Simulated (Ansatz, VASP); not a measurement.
# Two plane-wave programs on AlP

```
CELL_PARAMETERS angstrom
0.00000 2.75388 2.75388
2.75388 0.00000 2.75388
2.75388 2.75388 0.00000
ATOMIC_POSITIONS crystal
Al 0.00000 0.00000 0.00000
P 0.25000 0.25000 0.25000
```

Alike in both runs: functional PBE; k mesh 8 × 8 × 8; occupations gaussian, width 0.02 eV; no spin polarisation.

Ansatz relaxed the structure, and its values are those at the end. VASP's run is a single point on that final structure, the one shown.

|  | VASP | Ansatz |
| --- | --- | --- |
| version | VASP 6.6.1 | Ansatz 0.2.0 |
| potentials or method | VASP PAW PBE potentials, release 64 (Al, P), cutoff 500 eV | scalar-relativistic, plane waves, PAW |
| valence electrons in the cell | 8 | 8 |

```csv
,VASP,Ansatz,Ansatz less VASP
gap on the k mesh at the Fermi level (eV),1.63,1.63,+0.002
least direct gap on the mesh (eV),3.08,3.09,+0.002
pressure (GPa),-0.1,0.0,+0.09
```
